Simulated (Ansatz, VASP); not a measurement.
## Two plane-wave programs on Mn

```xyz
2
Lattice="-1.3899 1.6907 1.2395 1.6907 -1.3899 1.2395 2.8346 2.8346 -0.6885" Properties=species:S:1:pos:R:3 pbc="T T T"
Mn    1.5623   -1.2615    1.2395
Mn    0.9260    2.2095    0.8953
```

Alike in both runs: task single point; functional PBEsol; k mesh 17 × 17 × 9; occupations fermi-dirac, width 0.05 eV; collinear spin.

|  | VASP | Ansatz |
| --- | --- | --- |
| version | VASP 6.6.1 | Ansatz 0.2.0 |
| potentials or method | VASP PAW PBE potentials, release 64 (Mn_pv), cutoff 500 eV | plane waves (420 eV) with PAW, scalar-relativistic |
| valence electrons in the cell | 26 | 30 |

```csv
,VASP,Ansatz,Ansatz less VASP
pressure (GPa),-18.4,-18.6,-0.14
"traceless stress, the component that is largest in VASP (GPa)",0.22,0.24,+0.015
net moment per atom (μB),0.00,0.00,0.000
size of the moment on the site where the two differ most (μB),0.60,0.54,-0.065
```

VASP's potentials were made for PBE, not for PBEsol, and Ansatz warns of the same on its side. Site moments also hang on the region over which each program counts them. With one functional, cell and mesh, what is left measures potentials, basis and numerics. VASP's potentials hold 26 valence electrons a cell and Ansatz's 30, so a difference there can come from the potentials and not from the codes.
